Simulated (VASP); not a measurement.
# TiO2 in VASP: settings compared, part 2 of 2

VASP 6.6.1. Earlier steps stand in the parts before.

## 3. Single point, PBE

This run uses another cell than the first one, of 11.66 Å³/atom.

INCAR reads:

```
  PREC = Accurate
  ENCUT = 520
  EDIFF = 1E-7
  ISMEAR = -1
  SIGMA = 0.05
  LREAL = False
  LASPH = True
  NELM = 80
  ALGO = Normal
  ISIF = 2
  LWAVE = False
  LCHARG = False
  GGA = PE
  NBANDS = 33
```

KPOINTS reads:

```
regular mesh
0
Gamma
  10 10 10
```

POSCAR reads:

```
TiO2
1.0
   -1.8996067926      1.8996067926      4.8485113910
    1.8996067926     -1.8996067926      4.8485113910
    1.8996067926      1.8996067926     -4.8485113910
Ti O
2 4
Direct
    0.7500000000      0.2500000000      0.5000000000
    0.0000000000      0.0000000000      0.0000000000
    0.7935048805      0.7935048805      0.0000000000
    0.5435048805      0.0435048805      0.5000000000
    0.9564951195      0.4564951195      0.5000000000
    0.2064951195      0.2064951195      0.0000000000
```

Potentials or basis: VASP PAW PBE potentials, release 64 (Ti_sv, O).

Command:

```console
cat potpaw_PBE.64/Ti_sv/POTCAR potpaw_PBE.64/O/POTCAR > POTCAR
mpirun -np 1 vasp_std > vasp.out
```

OUTCAR:

```text
PREC = Accurate
   ENCUT = 520
   EDIFF = 1E-7
   ISMEAR = -1
   LREAL = False
   LASPH = True
   NELM = 80
   ISIF = 2
   GGA = PE

 ion  position               nearest neighbor table
   1  0.750  0.250  0.500-   3 1.95   6 1.95   3 1.95   6 1.95   5 2.00   4 2.00
   2  0.000  0.000  0.000-   4 1.95   5 1.95   4 1.95   5 1.95   3 2.00   6 2.00
   3  0.794  0.794  0.000-   1 1.95   1 1.95   2 2.00
   4  0.544  0.044  0.500-   2 1.95   2 1.95   1 2.00
   5  0.956  0.456  0.500-   2 1.95   2 1.95   1 2.00
   6  0.206  0.206  0.000-   1 1.95   1 1.95   2 2.00

  LATTYP: Found a body centered tetragonal cell.
 ALAT       =     3.7992135852
 C/A-ratio  =     2.5523763180

  Lattice vectors:

 A1 = (  -1.8996067926,   1.8996067926,   4.8485113910)
 A2 = (   1.8996067926,  -1.8996067926,   4.8485113910)
 A3 = (   1.8996067926,   1.8996067926,  -4.8485113910)

Analysis of symmetry for initial positions (statically):
=====================================================================
 Subroutine PRICEL returns:
 Original cell was already a primitive cell.

 Routine SETGRP: Setting up the symmetry group for a
 body centered tetragonal supercell.

 Subroutine GETGRP returns: Found 16 space group operations
 (whereof  8 operations were pure point group operations)
 out of a pool of 16 trial point group operations.

The static configuration has the point symmetry D_2d.
 The point group associated with its full space group is D_4h.

Analysis of symmetry for dynamics (positions and initial velocities):
=====================================================================
 Subroutine PRICEL returns:
 Original cell was already a primitive cell.

 Routine SETGRP: Setting up the symmetry group for a
 body centered tetragonal supercell.

 Subroutine GETGRP returns: Found 16 space group operations
 (whereof  8 operations were pure point group operations)
 out of a pool of 16 trial point group operations.

The dynamic configuration has the point symmetry D_2d.
 The point group associated with its full space group is D_4h.

 Subroutine INISYM returns: Found 16 space group operations
 (whereof  8 operations are pure point group operations),
 and found     1 'primitive' translations

----------------------------------------------------------------------------------------

                                     Primitive cell

  volume of cell :      69.9835

  direct lattice vectors                    reciprocal lattice vectors
    -1.899606793  1.899606793  4.848511391     0.000000000  0.263212367  0.103124435
     1.899606793 -1.899606793  4.848511391     0.263212367  0.000000000  0.103124435
     1.899606793  1.899606793 -4.848511391     0.263212367  0.263212367  0.000000000

  length of vectors
     5.543020354  5.543020354  5.543020354     0.282693119  0.282693119  0.372238499

  position of ions in fractional coordinates (direct lattice)
     0.750000000  0.250000000  0.500000000
     0.000000000  0.000000000  0.000000000
     0.793504881  0.793504881  0.000000000
     0.543504881  0.043504881  0.500000000
     0.956495119  0.456495119  0.500000000
     0.206495119  0.206495119  0.000000000

  ion indices of the primitive-cell ions
   primitive index   ion index
                 1           1
                 2           2
                 3           3
                 4           4
                 5           5
[... 32 lines left out ...]
  0.200000  0.000000  0.000000      8.000000
  0.300000 -0.000000  0.000000      8.000000
  0.400000 -0.000000  0.000000      8.000000
  0.500000  0.000000  0.000000      4.000000
[... 16 lines left out ...]
  0.300000  0.300000  0.000000      8.000000
  0.400000  0.300000  0.000000     16.000000
 [... further k-points ...]
   k-points           NKPTS =    102   k-points in BZ     NKDIM =    102   number of bands    NBANDS=     33
   number of dos      NEDOS =    301   number of ions     NIONS =      6
   total plane-waves  NPLWV =  74088
   dimension x,y,z NGX =    42 NGY =   42 NGZ =   42
   dimension x,y,z NGXF=    84 NGYF=   84 NGZF=   84
   ions per type =               2   4
   NGX,Y,Z   is equivalent  to a cutoff of  12.60, 12.60, 12.60 a.u.
   NGXF,Y,Z  is equivalent  to a cutoff of  25.19, 25.19, 25.19 a.u.
 SYSTEM =  unknown system
   PREC   = accura    normal or accurate (medium, high low for compatibility)
   ISTART =      0    job   : 0-new  1-cont  2-samecut
   ICHARG =      2    charge: 1-file 2-atom 10-const
   ISPIN  =      1    spin polarized calculation?
   LNONCOLLINEAR =      F non collinear calculations
   LSORBIT =      F    spin-orbit coupling
   LASPH  =      T    aspherical Exc in radial PAW
   ENCUT  =  520.0 eV  38.22 Ry    6.18 a.u.  10.31 10.31 10.31*2*pi/ulx,y,z
   NELM   =     80;   NELMIN=  2; NELMDL= -5     # of ELM steps
   EDIFF  = 0.1E-06   stopping-criterion for ELM
   LREAL  =      F    real-space projection
   EDIFFG = 0.1E-05   stopping-criterion for IOM
   NSW    =      0    number of steps for IOM
   IBRION =     -1    ionic relax: 0-MD 1-quasi-New 2-CG
   NFREE  =      0    steps in history (QN), initial steepest desc. (CG)
   ISIF   =      2    stress and relaxation
   ISYM   =      2    0-nonsym 1-usesym 2-fastsym
   POTIM  = 0.5000    time-step for ionic-motion
   TEBEG  =    0.0;   TEEND  =   0.0 temperature during run
   PSTRESS=    0.0 pullay stress
   NELECT =      48.0000    total number of electrons
   NUPDOWN=      -1.0000    fix difference up-down
   EMIN   =  10.00;   EMAX   =-10.00  energy-range for DOS
   EFERMI =   0.00;   METHOD = LEGACY
   ISMEAR =    -1;   SIGMA  =   0.05  broadening in eV -4-tet -1-fermi 0-gaus
   EFERMI_NEDOS =   21; number of points for ismear=-14 and -15
   IALGO  =     38    algorithm
   IMIX   =      4    mixing-type and parameters
     AMIX     =   0.40;   BMIX     =  1.00
     AMIX_MAG =   1.60;   BMIX_MAG =  1.00
  volume/ion in A,a.u.               =      11.66        78.71
  Fermi-wavevector in a.u.,A,eV,Ry     =   1.443743  2.728279 28.359909  2.084395
  Thomas-Fermi vector in A             =   2.562117
   LORBIT       =      0    0 simple, 1 ext, 2 COOP (PROOUT), +10 PAW based schemes
   GGA     = PE    functional components
   LHFCALC =     F    Hartree Fock is set to
   AEXX    =    0.0000 exact exchange contribution
   IVDW    =     0    specifies the selected vdW correction
   LEPSILON=     F    determine dielectric tensor
   LRPA    =     F    only Hartree local field effects (RPA)
 non-spin polarized calculation
  energy-cutoff  :      520.00
  volume of cell :       69.98
 maximum number of plane-waves:      1899
 NGX is ok and might be reduce to    42
   NGX = 21   NGY = 21   NGZ = 21

 number of electron      47.9999996 magnetization

 Free energy of the ion-electron system (eV)
  ---------------------------------------------------
  ext. energy  EPLUGINS =         0.00000000
  ---------------------------------------------------
  free energy    TOTEN  =       -53.86473306 eV

  energy without entropy =      -53.86473306  energy(sigma->0) =      -53.86473306

 E-fermi :   4.2504     XC(G=0): -10.5932

 val. band max:        3.1424095890   @ k =  -0.4000   0.4000   0.0000
 cond. band min:       5.2544974731   @ k =   0.0000   0.0000   0.0000
 fundamental gap:      2.1120878841
 Fermi energy:         4.2503655835

 k-point     1 :       0.0000    0.0000    0.0000
  band No.  band energies     occupation
      1     -53.3133      2.00000
      2     -53.2622      2.00000
      3     -29.7423      2.00000
      4     -29.5236      2.00000
      5     -29.5236      2.00000
      6     -29.4621      2.00000
[... 853 lines left out ...]
     32       9.4212      0.00000
     33      10.2991      0.00000

 [... further k-points ...]

------------------------ aborting loop because EDIFF is reached ----------------------------------------

  FORCE on cell =-STRESS in cart. coord.  units (eV):
  Direction    XX          YY          ZZ          XY          YZ          ZX
  --------------------------------------------------------------------------------------
  -------------------------------------------------------------------------------------
  Total        0.2881108      0.2881108      0.3308884      0.0000000      0.0000000      0.0000000
  in kB        6.5959033      6.5959033      7.5752377      0.0000000      0.0000000      0.0000000
  external PRESSURE =       6.9223481 kB  Pullay stress =       0.0000000 kB

 VOLUME and BASIS-vectors are now :
 -----------------------------------------------------------------------------
  energy-cutoff  :      520.00
  volume of cell :       69.98
      direct lattice vectors                 reciprocal lattice vectors
    -1.899606793  1.899606793  4.848511391     0.000000000  0.263212367  0.103124435
     1.899606793 -1.899606793  4.848511391     0.263212367  0.000000000  0.103124435
     1.899606793  1.899606793 -4.848511391     0.263212367  0.263212367  0.000000000

 POSITION                                       TOTAL-FORCE (eV/Angst)
 -----------------------------------------------------------------------------------
      0.00000      1.89961      2.42426        -0.000000     -0.000000     -0.000000
      0.00000      0.00000      0.00000        -0.000000     -0.000000     -0.000000
      0.00000      0.00000      7.69463        -0.000000      0.000000     -0.018899
      0.00000      1.89961      0.42187         0.000000     -0.000000     -0.018899
      0.00000      1.89961      4.42664         0.000000     -0.000000      0.018899
      0.00000      0.00000      2.00239        -0.000000      0.000000      0.018899
 -----------------------------------------------------------------------------------
    total drift:                                0.000000     -0.000000     -0.000000

  FREE ENERGIE OF THE ION-ELECTRON SYSTEM (eV)
  ---------------------------------------------------
  free  energy   TOTEN  =       -53.8647330602 eV

  energy  without entropy=      -53.8647330602  energy(sigma->0) =      -53.86473306
```

OSZICAR:

```text
N       E                     dE             d eps       ncg     rms          rms(c)
DAV:   1     0.656709078563E+03    0.65671E+03   -0.24178E+04  6732   0.168E+03
DAV:   2     0.292642495665E+02   -0.62744E+03   -0.57996E+03  7400   0.503E+02
DAV:   3    -0.663636899441E+02   -0.95628E+02   -0.94062E+02  9213   0.190E+02
DAV:   4    -0.711563489363E+02   -0.47927E+01   -0.47835E+01 10288   0.411E+01
DAV:   5    -0.713258255478E+02   -0.16948E+00   -0.16945E+00  8556   0.600E+00    0.314E+01
DAV:   6    -0.541136077733E+02    0.17212E+02   -0.80476E+01  9464   0.881E+01    0.113E+01
DAV:   7    -0.541316274947E+02   -0.18020E-01   -0.15508E+01  9030   0.333E+01    0.918E+00
DAV:   8    -0.539658973127E+02    0.16573E+00   -0.52381E-01  8683   0.605E+00    0.668E+00
DAV:   9    -0.539503196622E+02    0.15578E-01   -0.10123E+00  9446   0.114E+01    0.277E+00
DAV:  10    -0.538798293584E+02    0.70490E-01   -0.53394E-01  9232   0.703E+00    0.104E+00
DAV:  11    -0.538656601928E+02    0.14169E-01   -0.53050E-02  8844   0.166E+00    0.504E-01
DAV:  12    -0.538652300700E+02    0.43012E-03   -0.94265E-03  8123   0.108E+00    0.187E-01
DAV:  13    -0.538647462286E+02    0.48384E-03   -0.13468E-03  9294   0.370E-01    0.360E-02
DAV:  14    -0.538647280994E+02    0.18129E-04   -0.19171E-04  8855   0.142E-01    0.195E-02
DAV:  15    -0.538647328787E+02   -0.47792E-05   -0.65497E-05  8351   0.518E-02    0.696E-03
DAV:  16    -0.538647332220E+02   -0.34330E-06   -0.33090E-06  8741   0.118E-02    0.350E-03
DAV:  17    -0.538647330957E+02    0.12627E-06   -0.90391E-07  8428   0.691E-03    0.701E-04
DAV:  18    -0.538647330602E+02    0.35448E-07   -0.64661E-08  4737   0.257E-03
   1 F= -.53864733E+02 E0= -.53864733E+02  d E =-.333975E-10
```

stdout:

```text
POSCAR found type information on POSCAR TiO
 POSCAR found :  2 types and       6 ions
 scaLAPACK will be used
 LDA part: xc-table for (Slater+PW92), standard interpolation
 POSCAR, INCAR and KPOINTS ok, starting setup
 FFT: planning ... GRIDC
 FFT: planning ... GRID_SOFT
 FFT: planning ... GRID
 WAVECAR not read
 entering main loop
```

Run time: 6.7 min. Hardware: 1 thread of Intel Xeon Platinum 8259CL at 2.50GHz (Skylake/Cascade Lake), shared host; peak memory 0.37 GiB.

Results:

| Quantity | Value |
| --- | --- |
| Free energy | -53.8647 eV |
| Pressure | 0.7 GPa |
| Largest force | 0.019 eV/Å |
| Band gap on the k mesh | 2.11 eV (least direct gap 2.41 eV) |

Forces on the atoms (eV/Å):
```
Ti   0.000  0.000  0.000
Ti   0.000  0.000  0.000
O    0.000  0.000 -0.019
O    0.000  0.000 -0.019
O    0.000  0.000  0.019
O    0.000  0.000  0.019
```

## 4. Single point, r2SCAN

This run uses another cell than the first one, of 11.40 Å³/atom.

POSCAR reads:

```
TiO2
1.0
   -1.8889684011      1.8889684011      4.7917103949
    1.8889684011     -1.8889684011      4.7917103949
    1.8889684011      1.8889684011     -4.7917103949
Ti O
2 4
Direct
    0.7500000000      0.2500000000      0.5000000000
    0.0000000000      0.0000000000      0.0000000000
    0.7927180433      0.7927180433      0.0000000000
    0.5427180433      0.0427180433      0.5000000000
    0.9572819567      0.4572819567      0.5000000000
    0.2072819567      0.2072819567      0.0000000000
```

INCAR.step1 reads:

```
SYSTEM = TiO2
  PREC = Accurate
  ENCUT = 520
  ISMEAR = -1
  SIGMA = 0.05
  LREAL = .False.
  LASPH = .True.
  NELM = 100
  NBANDS = 33
  GGA = PE
  ALGO = Normal
  EDIFF = 1E-4
  LWAVE = .True.
  LCHARG = .False.
```

INCAR.step2 reads:

```
SYSTEM = TiO2
  PREC = Accurate
  ENCUT = 520
  EDIFF = 1E-7
  ISMEAR = -1
  SIGMA = 0.05
  LREAL = .False.
  LASPH = .True.
  NELM = 100
  ALGO = Normal
  ISIF = 2
  LWAVE = .False.
  LCHARG = .False.
  METAGGA = R2SCAN
  LMIXTAU = .True.
  NBANDS = 33
  ISTART = 1
```

KPOINTS reads:

```
regular mesh
0
Gamma
  10 10 10
  0 0 0
```

Command:

```console
cat potpaw_PBE.64/Ti_sv/POTCAR potpaw_PBE.64/O/POTCAR > POTCAR
cp INCAR.step1 INCAR
mpirun -np 1 vasp_std > vasp.out
cp INCAR.step2 INCAR
mpirun -np 1 vasp_std > vasp.out
```

Run time: 22 min. Hardware: 1 thread of Intel Xeon Platinum 8488C (Sapphire Rapids), shared host; peak memory 0.39 GiB.

The run converged. Its results:

* Free energy: -69.8582 eV
* Pressure: 1.2 GPa
* Largest force: 0.027 eV/Å
* Band gap on the k mesh: 2.56 eV (least direct gap 2.89 eV)

Forces on the atoms (eV/Å):
```
Ti   0.000  0.000  0.000
Ti   0.000  0.000  0.000
O    0.000  0.000 -0.027
O    0.000  0.000 -0.027
O    0.000  0.000  0.027
O    0.000  0.000  0.027
```

Stress tensor (GPa, compression positive):
```
1.28 0.00 0.00
0.00 1.28 0.00
0.00 0.00 1.08
```

Levels at points of the mesh, in eV from the valence-band top:
```
           k point  band 21  band 22  band 23  band 24  band 25  band 26  band 27  band 28
(0.00, 0.00, 0.00)    -0.79    -0.79    -0.46    -0.46     2.56     3.28     4.47     4.47
(0.50, 0.00, 0.00)    -1.95    -0.95    -0.87    -0.67     3.69     3.96     4.01     4.06
(0.50, 0.50, 0.00)    -2.07    -2.07    -0.04    -0.04     3.75     3.75     4.21     4.21
(0.50, 0.50, 0.50)    -1.29    -1.29    -0.11    -0.11     2.91     2.91     4.23     4.23
```

Caveat: the PAW data sets were made with another functional, which shifts forces and pressure a little. A k mesh can miss the band edges.

## 5. Single point, PBEsol (atoms moved at random)

INCAR reads:

```
SYSTEM = TiO2
ALGO = Normal
EDIFF = 1E-7
ENCUT = 520
GGA = PS
ISIF = 2
ISMEAR = -1
KPAR = 2
LASPH = .True.
LCHARG = .False.
LREAL = .False.
LWAVE = .False.
NBANDS = 33
NELM = 80
PREC = Accurate
SIGMA = 0.05
```

KPOINTS reads:

```
k-points
0
Gamma
  10 10 10
  0 0 0
```

POSCAR reads:

```
TiO2
1.0
   -1.8921000000      1.8921000000      4.7573000000
    1.8921000000     -1.8921000000      4.7573000000
    1.8921000000      1.8921000000     -4.7573000000
Ti O
2 4
Direct
    0.7492480000      0.2497380000      0.4942780000
    0.0029960000     -0.0032250000      0.0002190000
    0.7826300000      0.7950910000     -0.0026270000
    0.5414520000      0.0397660000      0.5011680000
    0.9502900000      0.4498680000      0.4760920000
    0.2155060000      0.2096870000      0.0055930000
```

Command:

```console
cat potpaw_PBE.64/Ti_sv/POTCAR potpaw_PBE.64/O/POTCAR > POTCAR
mpirun -np 2 vasp_std > vasp.out
```

It took 14 min on 2 MPI ranks of Intel Xeon Platinum 8488C (Sapphire Rapids), shared host; peak memory 0.89 GiB.

The run converged. Its results:

| Property | Result |
| --- | --- |
| Free energy | -56.1622 eV |
| Pressure | -1.3 GPa |
| Largest force | 0.905 eV/Å |
| Band gap on the k mesh | 1.99 eV (least direct gap 2.38 eV) |

Forces on the atoms (eV/Å):
```
Ti   0.056  0.053 -0.326
Ti  -0.077 -0.023  0.262
O   -0.618  0.238  0.303
O   -0.152 -0.082  0.329
O    0.763  0.216 -0.436
O    0.028 -0.402 -0.132
```

Stress tensor (GPa, compression positive):
```
 1.13 -0.03  1.17
-0.03 -1.78 -0.15
 1.17 -0.15 -3.15
```

Levels at points of the mesh, in eV from the valence-band top:
| k point | band 22 | band 23 | band 24 | band 25 | band 26 | band 27 |
| --- | --- | --- | --- | --- | --- | --- |
| (0.00, 0.00, 0.00) | -0.76 | -0.58 | -0.48 | 1.99 | 2.76 | 3.70 |
| (0.50, 0.00, 0.00) | -1.08 | -0.98 | -0.69 | 3.15 | 3.29 | 3.42 |
| (0.00, 0.50, 0.00) | -0.96 | -0.91 | -0.64 | 3.17 | 3.42 | 3.49 |
| (0.00, 0.50, 0.50) | -1.09 | -0.97 | -0.67 | 3.07 | 3.39 | 3.47 |
| (0.50, 0.00, 0.50) | -0.96 | -0.91 | -0.73 | 3.19 | 3.45 | 3.56 |
| (0.50, 0.50, 0.00) | -2.17 | -0.04 | 0.00 | 3.25 | 3.33 | 3.72 |
| (0.00, 0.00, 0.50) | -2.15 | -0.05 | 0.00 | 3.25 | 3.32 | 3.75 |
| (0.50, 0.50, 0.50) | -1.32 | -0.20 | -0.18 | 2.34 | 2.39 | 3.63 |

Caveat: the cell differs from its parent crystal (atoms moved at random); the PAW data sets were made with another functional, which shifts forces and pressure a little.

## 6. Overview

| level | cell | gap on the mesh (eV) | pressure (GPa) | largest force (eV/Å) |
| --- | --- | --- | --- | --- |
| PBE | a = 5.509 Å, angles 139.7, 139.7, 58.2°, 6 atoms, atomic positions A | 2.11 | 2.7 | 0.02 |
| PBE | a = 5.543 Å, angles 139.9, 139.9, 58.0°, 6 atoms, atomic positions B | 2.11 | 0.7 | 0.02 |
| r2SCAN | a = 5.486 Å, angles 139.7, 139.7, 58.3°, 6 atoms, atomic positions C | 2.56 | 1.2 | 0.03 |
| PBEsol | a = 5.458 Å, angles 139.4, 139.4, 58.7°, 6 atoms, atomic positions D | 1.99 | -1.3 | 0.90 |

Alike in all rows: task single point; potentials or basis VASP PAW PBE potentials, release 64 (Ti_sv, O); no spin polarisation; k mesh 10 × 10 × 10; cutoff (eV) 520; smearing fermi-dirac 0.05 eV.

Caveats: the PAW data sets were made with another functional, which shifts forces and pressure a little (at least some runs).

Absolute energies hang on the potentials; compare differences alone.
